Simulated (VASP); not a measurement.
Runs of VASP 6.6.1 on Ga. The structure is that of space group R-3m (No. 166), or close to it. The cells are those of the table. 

```tsv
task	cell	k mesh	cutoff (eV)	gap on the mesh (eV)	pressure (GPa)	largest force (eV/Å)
single point	a = 7.270 Å, angles 23.3°, 3 atoms	6 × 6 × 6	520	none	0.0	-
relaxation of cell and atoms	relaxed from a = 7.883 Å, angles 23.2°, 3 atoms	6 × 6 × 6	600	none	-0.2	0.03
single point	a = 4.078, b = 4.078, c = 3.904 Å, angles 90.0, 90.0, 120.0°, 3 atoms	6 × 6 × 4	520	none	0.1	-
single point	a = 7.883 Å, angles 23.2°, 3 atoms	6 × 6 × 6	520	none	-8.2	(a)
```

Alike in all rows: level PBEsol; potentials or basis VASP PAW PBE potentials, release 64 (Ga_d); no spin polarisation; smearing gaussian 0.1 eV.

**Question.** Fill in the values left out.

**Answer.** (a) 0.05.

Caveats: all runs use coarse meshes; the PAW data sets were made with another functional, which shifts forces and pressure a little.

A k mesh can miss the band edges, and the runs leave out spin-orbit coupling on Ga.

A gap of «none» marks levels without a gap at the run's occupations.
